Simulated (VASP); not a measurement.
The system is In.

```
In
1.0
    -1.62547    1.62547    2.47370
     1.62547   -1.62547    2.47370
     1.62547    1.62547   -2.47370
In
1
Cartesian
  0.0000 0.0000 0.0000
```

```yaml
Program: VASP 6.6.1
Task: relaxation of cell and atoms
Functional: PBE
Potentials_or_basis: VASP PAW PBE potentials, release 64 (In_d)
Cutoff: 600 eV
k_mesh: 19 × 19 × 19
Occupations: fermi-dirac, width 0.05 eV
Spin: no spin polarisation
```

At the start: pressure 2.0 GPa; volume 26.14 Å³/atom.

Task: Where does the relaxation end?

Result: Over 7 steps the energy falls by 8.7 meV/atom and the volume is 27.56 Å³/atom (+5.4 %); space group I4/mmm (No. 139, to 0.1 Å) before and after.

Step by step:
| step | energy change (eV) | largest force (eV/Å) | pressure (GPa) | volume (Å³) |
| --- | --- | --- | --- | --- |
| 1 | 0.0000 | 0.0000 | 2.05 | 26.14 |
| 2 | -0.0084 | 0.0000 | 0.10 | 27.43 |
| 3 | -0.0084 | 0.0000 | 0.01 | 27.51 |
| 4 | -0.0084 | 0.0000 | -0.02 | 27.53 |
| 5 | -0.0085 | 0.0000 | -0.03 | 27.54 |
| 6 | -0.0086 | 0.0000 | -0.03 | 27.55 |
| 7 | -0.0087 | 0.0000 | -0.05 | 27.56 |

Final structure:
```yaml
crystal:
  lattice:
    - [-1.66630, 1.66630, 2.48141]
    - [1.66630, -1.66630, 2.48141]
    - [1.66630, 1.66630, -2.48141]
  atoms:
    - { symbol: In, position: [0.00000, 0.00000, 0.00000] }
```
